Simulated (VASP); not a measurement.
# BAs (F-43m) in VASP: further runs

Runs on BAs. Level: PBE. Tasks: electric field gradients.

All numbers are computed with VASP 6.6.1; they aren't measurements. Logs are shortened: lines on timing, memory, paths and dates and some standing lists are left out, and cuts for length are marked.

**1. The cell of the first run**

Symmetry: F-43m, No. 216, cubic system. The conventional cell has a = 4.712 Å, b = 4.712 Å, c = 4.712 Å, α = 90.00°, β = 90.00°, γ = 90.00°. B (site symmetry -43m) has 4 As at 2.04 Å within 2.7 Å. As (site symmetry -43m) has 4 B at 2.04 Å within 2.7 Å.

**2. Electric field gradients, PBE (volume scaled by 0.96)**

File INCAR:

```
SYSTEM = BAs
PREC = Accurate
ENCUT = 520
EDIFF = 1E-8
ISMEAR = -1
SIGMA = 0.03
LREAL = .False.
LASPH = .True.
NELM = 80
ALGO = Normal
ISIF = 2
LWAVE = .False.
LCHARG = .False.
GGA = PE
LEFG = .True.
NBANDS = 11
```

File KPOINTS:

```
regular mesh
0
Gamma
  15 15 15
  0 0 0
```

File POSCAR:

```
BAs
1.0
    0.0000000000      2.3562190158      2.3562190158
    2.3562190158      0.0000000000      2.3562190158
    2.3562190158      2.3562190158      0.0000000000
B As
1 1
Direct
    0.0000000000      0.0000000000      0.0000000000
    0.7500000000      0.7500000000      0.7500000000
```

Potentials or basis: VASP PAW PBE potentials, release 64 (B, As).

Command:

```console
cat potpaw_PBE.64/B/POTCAR potpaw_PBE.64/As/POTCAR > POTCAR
mpirun -np 1 vasp_std > vasp.out
```

OUTCAR:

```text
SYSTEM = BAs
   PREC = Accurate
   ENCUT = 520
   EDIFF = 1E-8
   ISMEAR = -1
   LREAL = .False.
   LASPH = .True.
   NELM = 80
   ISIF = 2
   GGA = PE

 ion  position               nearest neighbor table
   1  0.000  0.000  0.000-   2 2.04   2 2.04   2 2.04   2 2.04
   2  0.750  0.750  0.750-   1 2.04   1 2.04   1 2.04   1 2.04

  LATTYP: Found a face centered cubic cell.
 ALAT       =     4.7124380316

  Lattice vectors:

 A1 = (   0.0000000000,   2.3562190158,   2.3562190158)
 A2 = (   2.3562190158,   0.0000000000,   2.3562190158)
 A3 = (   2.3562190158,   2.3562190158,   0.0000000000)

Analysis of symmetry for initial positions (statically):
=====================================================================
 Subroutine PRICEL returns:
 Original cell was already a primitive cell.

 Routine SETGRP: Setting up the symmetry group for a
 face centered cubic supercell.

 Subroutine GETGRP returns: Found 24 space group operations
 (whereof 24 operations were pure point group operations)
 out of a pool of 48 trial point group operations.

The static configuration has the point symmetry T_d .

Analysis of symmetry for dynamics (positions and initial velocities):
=====================================================================
 Subroutine PRICEL returns:
 Original cell was already a primitive cell.

 Routine SETGRP: Setting up the symmetry group for a
 face centered cubic supercell.

 Subroutine GETGRP returns: Found 24 space group operations
 (whereof 24 operations were pure point group operations)
 out of a pool of 48 trial point group operations.

The dynamic configuration has the point symmetry T_d .

 Subroutine INISYM returns: Found 24 space group operations
 (whereof 24 operations are pure point group operations),
 and found     1 'primitive' translations

----------------------------------------------------------------------------------------

                                     Primitive cell

  volume of cell :      26.1624

  direct lattice vectors                    reciprocal lattice vectors
     0.000000000  2.356219016  2.356219016    -0.212204382  0.212204382  0.212204382
     2.356219016  0.000000000  2.356219016     0.212204382 -0.212204382  0.212204382
     2.356219016  2.356219016  0.000000000     0.212204382  0.212204382 -0.212204382

  length of vectors
     3.332196888  3.332196888  3.332196888     0.367548771  0.367548771  0.367548771

  position of ions in fractional coordinates (direct lattice)
     0.000000000  0.000000000  0.000000000
     0.750000000  0.750000000  0.750000000

  ion indices of the primitive-cell ions
   primitive index   ion index
                 1           1
                 2           2

----------------------------------------------------------------------------------------

 KPOINTS: regular mesh

Automatic generation of k-mesh.
 Grid dimensions read from file:
 generate k-points for:   15   15   15

 Generating k-lattice:

  Cartesian coordinates                     Fractional coordinates (reciprocal lattice)
    -0.014146959  0.014146959  0.014146959     0.066666667  0.000000000  0.000000000
     0.014146959 -0.014146959  0.014146959     0.000000000  0.066666667  0.000000000
     0.014146959  0.014146959 -0.014146959     0.000000000  0.000000000  0.066666667

  Length of vectors
     0.024503251  0.024503251  0.024503251

  Shift w.r.t. Gamma in fractional coordinates (k-lattice)
     0.000000000  0.000000000  0.000000000

 Subroutine IBZKPT returns following result:
 ===========================================

 Found    120 irreducible k-points:

 Following reciprocal coordinates:
            Coordinates               Weight
  0.000000  0.000000  0.000000      1.000000
  0.066667  0.000000  0.000000      8.000000
  0.133333  0.000000  0.000000      8.000000
  0.200000  0.000000  0.000000      8.000000
  0.266667  0.000000  0.000000      8.000000
  0.333333  0.000000  0.000000      8.000000
[... 16 lines left out ...]
  0.133333  0.133333  0.000000      6.000000
  0.200000  0.133333  0.000000     24.000000
 [... further k-points ...]
   k-points           NKPTS =    120   k-points in BZ     NKDIM =    120   number of bands    NBANDS=     11
   number of dos      NEDOS =    301   number of ions     NIONS =      2
   total plane-waves  NPLWV =  21952
   dimension x,y,z NGX =    28 NGY =   28 NGZ =   28
   dimension x,y,z NGXF=    56 NGYF=   56 NGZF=   56
   ions per type =               1   1
   NGX,Y,Z   is equivalent  to a cutoff of  13.97, 13.97, 13.97 a.u.
   NGXF,Y,Z  is equivalent  to a cutoff of  27.94, 27.94, 27.94 a.u.
 SYSTEM =  BAs
   PREC   = accura    normal or accurate (medium, high low for compatibility)
   ISTART =      0    job   : 0-new  1-cont  2-samecut
   ICHARG =      2    charge: 1-file 2-atom 10-const
   ISPIN  =      1    spin polarized calculation?
   LNONCOLLINEAR =      F non collinear calculations
   LSORBIT =      F    spin-orbit coupling
   LASPH  =      T    aspherical Exc in radial PAW
   ENCUT  =  520.0 eV  38.22 Ry    6.18 a.u.   6.20  6.20  6.20*2*pi/ulx,y,z
   NELM   =     80;   NELMIN=  2; NELMDL= -5     # of ELM steps
   EDIFF  = 0.1E-07   stopping-criterion for ELM
   LREAL  =      F    real-space projection
   EDIFFG = 0.1E-06   stopping-criterion for IOM
   NSW    =      0    number of steps for IOM
   IBRION =     -1    ionic relax: 0-MD 1-quasi-New 2-CG
   NFREE  =      0    steps in history (QN), initial steepest desc. (CG)
   ISIF   =      2    stress and relaxation
   ISYM   =      2    0-nonsym 1-usesym 2-fastsym
   POTIM  = 0.5000    time-step for ionic-motion
   TEBEG  =    0.0;   TEEND  =   0.0 temperature during run
   PSTRESS=    0.0 pullay stress
   NELECT =       8.0000    total number of electrons
   NUPDOWN=      -1.0000    fix difference up-down
   EMIN   =  10.00;   EMAX   =-10.00  energy-range for DOS
   EFERMI =   0.00;   METHOD = LEGACY
   ISMEAR =    -1;   SIGMA  =   0.03  broadening in eV -4-tet -1-fermi 0-gaus
   EFERMI_NEDOS =   21; number of points for ismear=-14 and -15
   IALGO  =     38    algorithm
   IMIX   =      4    mixing-type and parameters
     AMIX     =   0.40;   BMIX     =  1.00
     AMIX_MAG =   1.60;   BMIX_MAG =  1.00
  volume/ion in A,a.u.               =      13.08        88.28
  Fermi-wavevector in a.u.,A,eV,Ry     =   1.102925  2.084225 16.550708  1.216443
  Thomas-Fermi vector in A             =   2.239375
   LORBIT       =      0    0 simple, 1 ext, 2 COOP (PROOUT), +10 PAW based schemes
   GGA     = PE    functional components
   LHFCALC =     F    Hartree Fock is set to
   AEXX    =    0.0000 exact exchange contribution
   IVDW    =     0    specifies the selected vdW correction
   LEPSILON=     F    determine dielectric tensor
   LRPA    =     F    only Hartree local field effects (RPA)
 non-spin polarized calculation
  energy-cutoff  :      520.00
  volume of cell :       26.16
 maximum number of plane-waves:       725
 NGX is ok and might be reduce to    28
   NGX = 13   NGY = 13   NGZ = 13

 number of electron       8.0000000 magnetization

 Free energy of the ion-electron system (eV)
  ---------------------------------------------------
  ext. energy  EPLUGINS =         0.00000000
  ---------------------------------------------------
  free energy    TOTEN  =       -11.36193565 eV

  energy without entropy =      -11.36193565  energy(sigma->0) =      -11.36193565

 E-fermi :   7.1086     XC(G=0): -10.7621

 val. band max:        6.5843834112   @ k =   0.0000   0.0000   0.0000
 cond. band min:       7.7170233026   @ k =   0.4000   0.4000   0.0000
 fundamental gap:      1.1326398914
 Fermi energy:         7.1086166074

 k-point     1 :       0.0000    0.0000    0.0000
  band No.  band energies     occupation
      1      -9.1963      2.00000
      2       6.5844      2.00000
      3       6.5844      2.00000
      4       6.5844      2.00000
      5       9.9136      0.00000
      6       9.9136      0.00000
      7       9.9136      0.00000
      8      11.7966      0.00000
      9      16.3714      0.00000
     10      19.7023      0.00000
     11      19.7023      0.00000

 k-point     2 :       0.0667    0.0000    0.0000
  band No.  band energies     occupation
      1      -9.1204      2.00000
      2       5.8620      2.00000
      3       6.4317      2.00000
      4       6.4317      2.00000
      5      10.0863      0.00000
      6      10.1135      0.00000
      7      10.1135      0.00000
      8      12.1608      0.00000
      9      16.6879      0.00000
     10      19.0152      0.00000
     11      19.0152      0.00000
[... 295 lines left out ...]
 k-point    24 :       0.2000    0.1333    0.0000
  band No.  band energies     occupation
      1      -8.5186      2.00000
      2       3.7245      2.00000
      3       4.8107      2.00000
      4       5.0688      2.00000
      5       9.1137      0.00000
      6      11.9122      0.00000
      7      12.3254      0.00000
      8      12.9184      0.00000
      9      16.5967      0.00000
     10      18.7644      0.00000
     11      19.9434      0.00000

 [... further k-points ...]
[... 5 lines left out ...]
  --------------------------------------------------------------------------------------
  -------------------------------------------------------------------------------------
  Total        1.6166331      1.6166331      1.6166331     -0.0000000     -0.0000000      0.0000000
  in kB       99.0022512     99.0022512     99.0022512     -0.0000000     -0.0000000      0.0000000
  external PRESSURE =      99.0022512 kB  Pullay stress =       0.0000000 kB

 VOLUME and BASIS-vectors are now :
 -----------------------------------------------------------------------------
  energy-cutoff  :      520.00
  volume of cell :       26.16
      direct lattice vectors                 reciprocal lattice vectors
     0.000000000  2.356219016  2.356219016    -0.212204382  0.212204382  0.212204382
     2.356219016  0.000000000  2.356219016     0.212204382 -0.212204382  0.212204382
     2.356219016  2.356219016  0.000000000     0.212204382  0.212204382 -0.212204382

 POSITION                                       TOTAL-FORCE (eV/Angst)
 -----------------------------------------------------------------------------------
      0.00000      0.00000      0.00000        -0.000000     -0.000000     -0.000000
      3.53433      3.53433      3.53433         0.000000      0.000000      0.000000
 -----------------------------------------------------------------------------------
    total drift:                                0.000000      0.000000      0.000000

  FREE ENERGIE OF THE ION-ELECTRON SYSTEM (eV)
  ---------------------------------------------------
  free  energy   TOTEN  =       -11.3619356516 eV

  energy  without entropy=      -11.3619356515  energy(sigma->0) =      -11.36193565

 Electric field gradients (V/A^2)
---------------------------------------------------------------------
 ion       V_xx      V_yy      V_zz      V_xy      V_xz      V_yz
---------------------------------------------------------------------
   1      -0.000    -0.000     0.000    -0.000    -0.000    -0.000
   2      -0.000     0.000     0.000     0.000     0.000     0.000
---------------------------------------------------------------------

 Electric field gradients after diagonalization (V/A^2)
 (convention: |V_zz| > |V_xx| > |V_yy|)
----------------------------------------------------------------------
 ion       V_xx      V_yy      V_zz     asymmetry (V_yy - V_xx)/ V_zz
----------------------------------------------------------------------
   1       0.000     0.000    -0.000       0.000
   2      -0.000    -0.000     0.000       0.000
----------------------------------------------------------------------

           NMR quadrupolar parameters

 Cq : quadrupolar parameter    Cq=e*Q*V_zz/h
 eta: asymmetry parameters     (V_yy - V_xx)/ V_zz
 Q  : nuclear electric quadrupole moment in mb (millibarn)
----------------------------------------------------------------------
 ion       Cq(MHz)       eta       Q (mb)
----------------------------------------------------------------------
   1      -0.000       0.000       1.000
   2       0.000       0.000       1.000
----------------------------------------------------------------------
```

It took 65 s on 1 thread of AMD EPYC 7R43 (Zen 3), shared host; peak memory 0.14 GiB.

What came out:

```
Free energy            : -11.3619 eV
Pressure               : 9.9 GPa
Band gap on the k mesh : 1.13 eV, indirect (least direct gap 3.33 eV)
```

Caveat: without QUAD_EFG the Cq values of the log hold for a quadrupole moment of 1 mb, not for the nuclei. A k mesh can miss the band edges.

**3. Electric field gradients, PBE (volume scaled by 0.98)**

File INCAR:

```
ALGO = Normal ; EDIFF = 1E-8
ENCUT = 520 ; GGA = PE
ISIF = 2 ; ISMEAR = -1
LASPH = True ; LCHARG = False
LEFG = True ; LREAL = False
LWAVE = False ; NBANDS = 11
NELM = 80 ; PREC = Accurate
SIGMA = 0.03
```

File KPOINTS:

```
k-points
0
Gamma
  15 15 15
```

File POSCAR:

```
BAs
1.0
    0.0000000000      2.3724693156      2.3724693156
    2.3724693156      0.0000000000      2.3724693156
    2.3724693156      2.3724693156      0.0000000000
B As
1 1
Direct
    0.0000000000      0.0000000000      0.0000000000
    0.7500000000      0.7500000000      0.7500000000
```

Potentials or basis: VASP PAW PBE potentials, release 64 (B, As).

Command:

```console
cat potpaw_PBE.64/B/POTCAR potpaw_PBE.64/As/POTCAR > POTCAR
mpirun -np 1 vasp_std > vasp.out
```

OUTCAR:

```text
EDIFF = 1E-8
   ENCUT = 520
   GGA = PE
   ISIF = 2
   ISMEAR = -1
   LASPH = True
   LREAL = False
   NELM = 80
   PREC = Accurate

 ion  position               nearest neighbor table
   1  0.000  0.000  0.000-   2 2.05   2 2.05   2 2.05   2 2.05
   2  0.750  0.750  0.750-   1 2.05   1 2.05   1 2.05   1 2.05

  LATTYP: Found a face centered cubic cell.
 ALAT       =     4.7449386312

  Lattice vectors:

 A1 = (   0.0000000000,   2.3724693156,   2.3724693156)
 A2 = (   2.3724693156,   0.0000000000,   2.3724693156)
 A3 = (   2.3724693156,   2.3724693156,   0.0000000000)

Analysis of symmetry for initial positions (statically):
=====================================================================
 Subroutine PRICEL returns:
 Original cell was already a primitive cell.

 Routine SETGRP: Setting up the symmetry group for a
 face centered cubic supercell.

 Subroutine GETGRP returns: Found 24 space group operations
[... 523 lines left out ...]
  volume of cell :       26.71
      direct lattice vectors                 reciprocal lattice vectors
     0.000000000  2.372469316  2.372469316    -0.210750882  0.210750882  0.210750882
     2.372469316  0.000000000  2.372469316     0.210750882 -0.210750882  0.210750882
     2.372469316  2.372469316  0.000000000     0.210750882  0.210750882 -0.210750882

 POSITION                                       TOTAL-FORCE (eV/Angst)
 -----------------------------------------------------------------------------------
      0.00000      0.00000      0.00000         0.000000      0.000000      0.000000
      3.55870      3.55870      3.55870        -0.000000     -0.000000     -0.000000
 -----------------------------------------------------------------------------------
    total drift:                                0.000000      0.000000      0.000000

  FREE ENERGIE OF THE ION-ELECTRON SYSTEM (eV)
  ---------------------------------------------------
  free  energy   TOTEN  =       -11.3898649436 eV

  energy  without entropy=      -11.3898649436  energy(sigma->0) =      -11.38986494

 Electric field gradients (V/A^2)
---------------------------------------------------------------------
 ion       V_xx      V_yy      V_zz      V_xy      V_xz      V_yz
---------------------------------------------------------------------
   1       0.000     0.000    -0.000    -0.000    -0.000    -0.000
   2      -0.000     0.000    -0.000     0.000     0.000     0.000
---------------------------------------------------------------------

 Electric field gradients after diagonalization (V/A^2)
 (convention: |V_zz| > |V_xx| > |V_yy|)
----------------------------------------------------------------------
 ion       V_xx      V_yy      V_zz     asymmetry (V_yy - V_xx)/ V_zz
----------------------------------------------------------------------
   1       0.000     0.000    -0.000       0.000
   2      -0.000    -0.000     0.000       0.000
----------------------------------------------------------------------

           NMR quadrupolar parameters

 Cq : quadrupolar parameter    Cq=e*Q*V_zz/h
 eta: asymmetry parameters     (V_yy - V_xx)/ V_zz
 Q  : nuclear electric quadrupole moment in mb (millibarn)
----------------------------------------------------------------------
 ion       Cq(MHz)       eta       Q (mb)
----------------------------------------------------------------------
   1      -0.000       0.000       1.000
   2       0.000       0.000       1.000
----------------------------------------------------------------------
```

Run time: 76 s. Hardware: 1 thread of AMD EPYC 7R43 (Zen 3), shared host; peak memory 0.14 GiB.

What came out:

- Free energy: -11.3899 eV
- Pressure: 6.5 GPa
- Band gap on the k mesh: 1.15 eV, indirect (least direct gap 3.30 eV)

Levels at points of the mesh, in eV from the valence-band top:
| k point | band 1 | band 2 | band 3 | band 4 | band 5 | band 6 | band 7 | band 8 |
| --- | --- | --- | --- | --- | --- | --- | --- | --- |
| (0.00, 0.00, 0.00) | -15.59 | 0.00 | 0.00 | 0.00 | 3.30 | 3.30 | 3.30 | 4.95 |

Caveat: without QUAD_EFG the Cq values of the log hold for a quadrupole moment of 1 mb, not for the nuclei.

(Part 1 of 2 ends here.)
